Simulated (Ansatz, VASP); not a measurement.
One calculation of AlN, two programs

```
Al N
1.0
     0.00000    2.20149    2.20149
     2.20149    0.00000    2.20149
     2.20149    2.20149    0.00000
Al N
1 1
Direct
  0.25000 0.25000 0.25000
  0.50000 0.50000 0.50000
```

Change from the starting cell: the structure that the rattled cell fell into.

Alike in both runs: functional PBE; k mesh 10 × 10 × 10; occupations gaussian, width 0.02 eV; no spin polarisation.

Ansatz relaxed the structure, and its values are those at the end. VASP's run is a single point on that final structure, the one shown.

```csv
,VASP,Ansatz
version,VASP 6.6.1,Ansatz 0.2.0
potentials or method,"VASP PAW PBE potentials, release 64 (Al, N), cutoff 520 eV","scalar-relativistic, plane waves, PAW"
valence electrons in the cell,8,8
```

Ansatz gave:

* gap on the k mesh at the Fermi level (eV): 3.31
* least direct gap on the mesh (eV): 3.98
* pressure (GPa): 0.0

Question: Estimate VASP's values.

Answer: gap on the k mesh at the Fermi level (eV): 3.31; least direct gap on the mesh (eV): 3.99; pressure (GPa): -0.2.

With one functional, cell and mesh, what is left measures potentials, basis and numerics.
